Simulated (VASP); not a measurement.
Write the native input for VASP 6.6.1 that does the following.

```
Task                   : single point
Functional             : r2SCAN
Potentials or basis    : VASP PAW PBE potentials, release 64 (Al, N)
Cutoff                 : 520 eV
k mesh                 : 8 × 8 × 8
Occupations            : gaussian, width 0.01 eV
Spin                   : no spin polarisation
Dipole correction      : no
Further INCAR settings : ALGO = Normal; EDIFF = 1e-06; NBANDS = 11
```

Crystal: AlN.

```
Al N
1.0
     0.00000    2.17157    2.17157
     2.17157    0.00000    2.17157
     2.17157    2.17157    0.00000
Al N
1 1
Direct
  0.00000 0.00000 0.00000
  0.25000 0.25000 0.25000
```

These files were run (other wordings do the same):

POSCAR

```
AlN
1.0
    0.0000000000      2.1715650089      2.1715650089
    2.1715650089      0.0000000000      2.1715650089
    2.1715650089      2.1715650089      0.0000000000
Al N
1 1
Direct
    0.0000000000      0.0000000000      0.0000000000
    0.2500000000      0.2500000000      0.2500000000
```

INCAR.step1

```
SYSTEM = AlN
PREC = Accurate
ENCUT = 520
ISMEAR = 0
SIGMA = 0.01
LREAL = .FALSE.
LASPH = .TRUE.
NELM = 80
NBANDS = 11
GGA = PE
ALGO = Normal
EDIFF = 1E-4
LWAVE = .TRUE.
LCHARG = .FALSE.
```

INCAR.step2

```
SYSTEM = AlN
PREC = Accurate
ENCUT = 520
EDIFF = 1E-6
ISMEAR = 0
SIGMA = 0.01
LREAL = .FALSE.
LASPH = .TRUE.
NELM = 80
ALGO = Normal
ISIF = 2
LWAVE = .FALSE.
LCHARG = .FALSE.
METAGGA = R2SCAN
LMIXTAU = .TRUE.
NBANDS = 11
ISTART = 1
```

KPOINTS

```
Automatic mesh
0
G
  8 8 8
  0 0 0
```

Potentials or basis: VASP PAW PBE potentials, release 64 (Al, N).

Launch:

```console
$ cat potpaw_PBE.64/Al/POTCAR potpaw_PBE.64/N/POTCAR > POTCAR
$ cp INCAR.step1 INCAR
$ mpirun -np 1 vasp_std > vasp.out
$ cp INCAR.step2 INCAR
$ mpirun -np 1 vasp_std > vasp.out
```

It gave:

| Quantity | Value |
| --- | --- |
| Pressure | 3.6 GPa |
| Band gap on the k mesh | 3.95 eV, indirect (least direct gap 5.05 eV) |

Caveat: the PAW data sets were made with another functional, which shifts forces and pressure a little.

Run time: 34 s on 1 thread of AMD EPYC 7R43 64-Core Processor (Zen 3), with other jobs on the host, peak memory 0.1 GiB.
